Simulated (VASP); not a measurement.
# Al (Pmmm) in VASP: single point with PBE

Aim: the single point of Al with PBE.

Program: VASP 6.6.1. These are calculated values, not measurements. Logs are shortened: lines on timing, memory, paths and dates and some standing lists are left out, and cuts for length are marked.

## 1. The cell of the first run

The structure is orthorhombic, space group Pmmm (No. 47). Conventional cell: a = 2.717 Å, b = 6.371 Å, c = 6.399 Å, α = 90.00°, β = 90.00°, γ = 90.00°. Within 3.5 Å of Al (site symmetry m2m) lie 5 Al at 2.64 to 2.72 Å. Al (site symmetry mm2) has 5 Al at 2.64 to 2.72 Å within 3.5 Å.

## 2. Single point, PBE

INCAR

```
  PREC = Accurate
  ENCUT = 520
  EDIFF = 1E-7
  ISMEAR = 0
  SIGMA = 0.1
  LREAL = F
  LASPH = T
  NELM = 100
  ALGO = Normal
  ISIF = 2
  LWAVE = F
  LCHARG = F
  GGA = PE
  NBANDS = 14
```

KPOINTS

```
regular mesh
0
Gamma
  16 8 8
```

POSCAR

```
Al
1.0
    2.7167012808      0.0000000000      0.0000000000
    0.0000000000      6.3710982049      0.0000000000
    0.0000000000      0.0000000000      6.3990184329
Al
4
Direct
    0.0000000000      0.2931202817      0.0000000000
    0.0000000000      0.7068797183      0.0000000000
    0.0000000000      0.0000000000      0.7061784450
    0.0000000000      0.0000000000      0.2938215550
```

Potentials or basis: VASP PAW PBE potentials, release 64 (Al).

The run is started by

```
$ cat potpaw_PBE.64/Al/POTCAR > POTCAR
$ mpirun -np 1 vasp_std > vasp.out
```

OUTCAR:

```text
PREC = Accurate
   ENCUT = 520
   EDIFF = 1E-7
   ISMEAR = 0
   LREAL = F
   LASPH = T
   NELM = 100
   ISIF = 2
   GGA = PE

 ion  position               nearest neighbor table
   1  0.000  0.293  0.000-   2 2.64   3 2.65   4 2.65
   2  0.000  0.707  0.000-   1 2.64   3 2.65   4 2.65
   3  0.000  0.000  0.706-   4 2.64   2 2.65   1 2.65
   4  0.000  0.000  0.294-   3 2.64   2 2.65   1 2.65

  LATTYP: Found a simple orthorhombic cell.
 ALAT       =     2.7167012808
 B/A-ratio  =     2.3451596427
 C/A-ratio  =     2.3554368963

  Lattice vectors:

 A1 = (   2.7167012808,   0.0000000000,   0.0000000000)
 A2 = (   0.0000000000,   6.3710982049,   0.0000000000)
 A3 = (   0.0000000000,   0.0000000000,   6.3990184329)

Analysis of symmetry for initial positions (statically):
=====================================================================
 Subroutine PRICEL returns:
 Original cell was already a primitive cell.

 Routine SETGRP: Setting up the symmetry group for a
 simple orthorhombic supercell.

 Subroutine GETGRP returns: Found  8 space group operations
 (whereof  8 operations were pure point group operations)
 out of a pool of  8 trial point group operations.

The static configuration has the point symmetry D_2h.

Analysis of symmetry for dynamics (positions and initial velocities):
=====================================================================
 Subroutine PRICEL returns:
 Original cell was already a primitive cell.

 Routine SETGRP: Setting up the symmetry group for a
 simple orthorhombic supercell.

 Subroutine GETGRP returns: Found  8 space group operations
 (whereof  8 operations were pure point group operations)
 out of a pool of  8 trial point group operations.

The dynamic configuration has the point symmetry D_2h.

 Subroutine INISYM returns: Found  8 space group operations
 (whereof  8 operations are pure point group operations),
 and found     1 'primitive' translations

----------------------------------------------------------------------------------------

                                     Primitive cell

  volume of cell :     110.7566

  direct lattice vectors                    reciprocal lattice vectors
     2.716701281  0.000000000  0.000000000     0.368093469  0.000000000  0.000000000
     0.000000000  6.371098205  0.000000000     0.000000000  0.156958811  0.000000000
[... 101 lines left out ...]
   NUPDOWN=      -1.0000    fix difference up-down
   EMIN   =  10.00;   EMAX   =-10.00  energy-range for DOS
   EFERMI =   0.00;   METHOD = LEGACY
   ISMEAR =     0;   SIGMA  =   0.10  broadening in eV -4-tet -1-fermi 0-gaus
   EFERMI_NEDOS =   21; number of points for ismear=-14 and -15
   IALGO  =     38    algorithm
   IMIX   =      4    mixing-type and parameters
     AMIX     =   0.40;   BMIX     =  1.00
     AMIX_MAG =   1.60;   BMIX_MAG =  1.00
  volume/ion in A,a.u.               =      27.69       186.86
  Fermi-wavevector in a.u.,A,eV,Ry     =   0.780451  1.474838  8.287350  0.609103
  Thomas-Fermi vector in A             =   1.883764
   LORBIT       =      0    0 simple, 1 ext, 2 COOP (PROOUT), +10 PAW based schemes
   GGA     = PE    functional components
   LHFCALC =     F    Hartree Fock is set to
   AEXX    =    0.0000 exact exchange contribution
   IVDW    =     0    specifies the selected vdW correction
   LEPSILON=     F    determine dielectric tensor
   LRPA    =     F    only Hartree local field effects (RPA)
 non-spin polarized calculation
 Gauss-broadening in eV      SIGMA  =   0.10
  energy-cutoff  :      520.00
  volume of cell :      110.76
 maximum number of plane-waves:      3018
   NGX = 11   NGY = 23   NGZ = 23

 number of electron      12.0000000 magnetization

 Free energy of the ion-electron system (eV)
  ---------------------------------------------------
  ext. energy  EPLUGINS =         0.00000000
  ---------------------------------------------------
  free energy    TOTEN  =       -12.82545243 eV

  energy without entropy =      -12.81806701  energy(sigma->0) =      -12.82175972

 E-fermi :   3.2127     XC(G=0):  -7.7742

 val. band max:        3.2020634626   @ k =   0.4375   0.0000   0.0000
 cond. band min:       3.2198303114   @ k =   0.3125   0.3750   0.3750
 fundamental gap:      0.0177668488
 Fermi energy:         3.2127191995

 k-point     1 :       0.0000    0.0000    0.0000
  band No.  band energies     occupation
      1      -5.7820      2.00000
      2      -2.7803      2.00000
      3      -2.1662      2.00000
      4      -2.1381      2.00000
      5      -0.4415      2.00000
      6       1.9189      2.00000
      7       3.8151      0.00000
      8       3.8245      0.00000
      9       6.2305      0.00000
     10       8.1849      0.00000
     11       8.2146      0.00000
     12       8.3138      0.00000
     13       9.7710      0.00000
     14      11.2871      0.00000
[... 377 lines left out ...]
      1      -3.7118      2.00000
      2      -1.6863      2.00000
      3      -0.2253      2.00000
      4       0.0715      2.00000
      5       2.1245      2.00000
      6       3.1420      1.68259
      7       3.4759      0.00020
      8       4.8913      0.00000
      9       5.5009      0.00000
     10       5.9331      0.00000
     11       6.7655      0.00000
     12       7.4626      0.00000
     13       8.1159      0.00000
     14       9.3008      0.00000

 [... further k-points ...]

------------------------ aborting loop because EDIFF is reached ----------------------------------------

  FORCE on cell =-STRESS in cart. coord.  units (eV):
  Direction    XX          YY          ZZ          XY          YZ          ZX
  --------------------------------------------------------------------------------------
  -------------------------------------------------------------------------------------
  Total       -0.0064565      0.0021412     -0.0314873      0.0000000      0.0000000      0.0000000
  in kB       -0.0933981      0.0309740     -0.4554879      0.0000000      0.0000000      0.0000000
  external PRESSURE =      -0.1726373 kB  Pullay stress =       0.0000000 kB

 VOLUME and BASIS-vectors are now :
 -----------------------------------------------------------------------------
  energy-cutoff  :      520.00
  volume of cell :      110.76
      direct lattice vectors                 reciprocal lattice vectors
     2.716701281  0.000000000  0.000000000     0.368093469  0.000000000  0.000000000
     0.000000000  6.371098205  0.000000000     0.000000000  0.156958811  0.000000000
     0.000000000  0.000000000  6.399018433     0.000000000  0.000000000  0.156273968

 POSITION                                       TOTAL-FORCE (eV/Angst)
 -----------------------------------------------------------------------------------
      0.00000      1.86750      0.00000        -0.000000      0.002242      0.000000
      0.00000      4.50360      0.00000         0.000000     -0.002242      0.000000
      0.00000      0.00000      4.51885         0.000000      0.000000     -0.001721
      0.00000      0.00000      1.88017         0.000000      0.000000      0.001721
 -----------------------------------------------------------------------------------
    total drift:                               -0.000000     -0.000000     -0.000000

  FREE ENERGIE OF THE ION-ELECTRON SYSTEM (eV)
  ---------------------------------------------------
  free  energy   TOTEN  =       -12.8254524264 eV

  energy  without entropy=      -12.8180670054  energy(sigma->0) =      -12.82175972
```

It took 3.6 min on 1 thread of Intel Xeon Platinum 8488C (Sapphire Rapids), shared host; peak memory 0.38 GiB.

What came out:

```
Free energy            : -12.8255 eV
Pressure               : 0.0 GPa
Band gap on the k mesh : zero (band 6 reaches 3.66 eV, above the bottom of band 7 at 2.07 eV)
```

Forces on the atoms (eV/Å):
```
Al   0.000  0.002  0.000
Al   0.000 -0.002  0.000
Al   0.000  0.000 -0.002
Al   0.000  0.000  0.002
```

Levels at points of the mesh, in eV from the Fermi level:
```
           k point  band 4  band 5  band 6  band 7  band 8  band 9
(0.00, 0.00, 0.00)   -5.35   -3.65   -1.29    0.60    0.61    3.02
(0.50, 0.00, 0.00)   -1.03   -0.78   -0.74   -0.53   -0.51   -0.06
(0.00, 0.50, 0.00)   -4.89   -2.20   -1.66    0.03    0.79    3.39
(0.50, 0.50, 0.00)   -2.28   -0.68   -0.60   -0.47    0.18    1.50
(0.00, 0.00, 0.50)   -4.87   -2.19   -1.70   -0.03    0.79    3.38
(0.50, 0.00, 0.50)   -2.29   -0.67   -0.57   -0.45    0.20    1.51
(0.00, 0.50, 0.50)   -2.94   -1.29   -1.24   -1.15    0.99    2.31
(0.50, 0.50, 0.50)   -2.73   -2.26   -2.25    0.87    2.13    2.18
```
